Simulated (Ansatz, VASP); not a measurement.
## Two plane-wave programs on Mo

```xyz
1
Lattice="-1.5755 1.5755 1.5755 1.5755 -1.5755 1.5755 1.5755 1.5755 -1.5755" Properties=species:S:1:pos:R:3 pbc="T T T"
Mo    0.0000    0.0000    0.0000
```

Alike in both runs: functional r2SCAN; k mesh 24 × 24 × 24; occupations fermi-dirac, width 0.1 eV; no spin polarisation.

Ansatz relaxed the structure, and its values are those at the end. VASP's run is a single point on that final structure, the one shown.

|  | VASP | Ansatz |
| --- | --- | --- |
| version | VASP 6.6.1 | Ansatz 0.2.0 |
| potentials or method | VASP PAW PBE potentials, release 64 (Mo_sv) | PAW with Ansatz's default frozen-core files, scalar-relativistic |
| plane-wave cutoff (eV) | 520 | 500 |
| valence electrons in the cell | 14 | 14 |

|  | VASP | Ansatz | Ansatz less VASP |
| --- | --- | --- | --- |
| pressure (GPa) | 1.1 | 0.0 | -1.14 |

VASP's potentials were made for PBE, not for r2SCAN. The functional is the same, so the differences come from potentials, cutoffs and numerics.
